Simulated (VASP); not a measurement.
Ca, 6 atoms in the cell. The cell holds a slab with vacuum, 6 atoms: a = 4.410 Å, b = 4.410 Å, c = 27.981 Å, α = 90.00°, β = 90.00°, γ = 90.00°. 

* Program: VASP 6.6.1
* Task: single point
* Functional: LDA
* Potentials or basis: VASP PAW LDA potentials, release 64 (Ca_sv)
* Cutoff: 520 eV
* k mesh: 6 × 6 × 1
* Occupations: gaussian, width 0.1 eV
* Spin: no spin polarisation
* Dipole correction: yes
* Further INCAR settings: ALGO = Normal; EDIFF = 1e-06; NBANDS = 39

Potentials or basis: VASP PAW LDA potentials, release 64 (Ca_sv).

Launch:

```bash
$ cat potpaw_LDA.64/Ca_sv/POTCAR > POTCAR
$ mpirun -np 1 vasp_std > vasp.out
```

Hardware: 1 thread of AMD EPYC 7R13 Processor (Zen 3), on a shared host.

Estimate the wall time of this run.

Run time: 5.3 min on 1 thread of AMD EPYC 7R13 Processor (Zen 3), with other jobs on the host, peak memory 0.45 GiB. Counts: scf iterations 27, k points 10.
